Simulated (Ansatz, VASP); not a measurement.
One calculation of KF, two programs

```xyz
2
Lattice="0.0000 2.6735 2.6735 2.6735 0.0000 2.6735 2.6735 2.6735 0.0000" Properties=species:S:1:pos:R:3 pbc="T T T"
K     0.0000    0.0000    0.0000
F     2.6735    2.6735    2.6735
```

Alike in both runs: task single point; functional r2SCAN; dispersion D4; k mesh 8 × 8 × 8; occupations gaussian, width 0.05 eV; no spin polarisation.

```csv
,VASP,Ansatz
version,VASP 6.6.1,Ansatz 0.2.0
potentials or method,"VASP PAW PBE potentials, release 64 (K_sv, F), cutoff 520 eV","scalar-relativistic, plane waves, PAW"
valence electrons in the cell,16,16
```

|  | VASP | Ansatz | Ansatz less VASP |
| --- | --- | --- | --- |
| gap on the k mesh at the Fermi level (eV) | 6.82 | 6.82 | +0.001 |
| least direct gap on the mesh (eV) | 6.82 | 6.82 | +0.001 |
| pressure (GPa) | -0.8 | -0.8 | +0.05 |

VASP's potentials were made for PBE, not for r2SCAN.
